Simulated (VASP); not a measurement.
Ti4O, 5 atoms in the cell. The cell holds a slab with vacuum, 5 atoms: a = 3.255 Å, b = 3.255 Å, c = 20.179 Å, α = 90.00°, β = 90.00°, γ = 90.00°. 

- Program: VASP 6.6.1
- Task: single point
- Functional: PBE
- Potentials or basis: VASP PAW PBE potentials, release 64 (Ti_sv, O)
- Cutoff: 520 eV
- k mesh: 8 × 8 × 1
- Occupations: gaussian, width 0.1 eV
- Spin: no spin polarisation
- Dipole correction: yes
- Further INCAR settings: ALGO = Normal; EDIFF = 1e-07; NBANDS = 35

Potentials or basis: VASP PAW PBE potentials, release 64 (Ti_sv, O).

The run is started by

```sh
$ cat potpaw_PBE.64/Ti_sv/POTCAR potpaw_PBE.64/O/POTCAR > POTCAR
$ mpirun -np 1 vasp_std > vasp.out
```

Hardware: 1 thread of Intel(R) Xeon(R) 6975P-C (Granite Rapids) (shared host).

How long does it take, and how much memory?

Wall time 2.6 min on 1 thread of Intel(R) Xeon(R) 6975P-C (Granite Rapids), with other jobs on the host, peak memory 0.36 GiB. Counts: scf iterations 32, k points 25.
